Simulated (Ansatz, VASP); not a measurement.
One calculation of AlN, two programs

```
Al N
1.0
     3.04327    0.00000    0.00000
    -1.52164    2.63555    0.00000
     0.00000    0.00000    4.87696
Al N
2 2
Direct
  0.33333 0.66667 0.99920
  0.66667 0.33333 0.49920
  0.33333 0.66667 0.38080
  0.66667 0.33333 0.88080
```

Alike in both runs: task single point; functional r2SCAN; k mesh 9 × 9 × 4; no spin polarisation.

|  | VASP | Ansatz |
| --- | --- | --- |
| version | VASP 6.6.1 | Ansatz 0.2.0 |
| potentials or method | VASP PAW PBE potentials, release 64 (Al, N) | plane waves, PAW |
| plane-wave cutoff (eV) | 520 | 500 |
| occupations | gaussian, width 0.01 eV | fixed |
| valence electrons in the cell | 16 | 16 |

```csv
,VASP,Ansatz,Ansatz less VASP
gap on the k mesh at the Fermi level (eV),5.51,5.46,-0.045
pressure (GPa),14.4,14.7,+0.33
"traceless stress, the component that is largest in VASP (GPa)",-0.68,-0.69,-0.009
rms of the force components (eV/Å),0.018,0.017,-0.0012
```

VASP's potentials were made for PBE, not for r2SCAN. Atom by atom the forces differ by 0.001 eV/Å (rms over components).
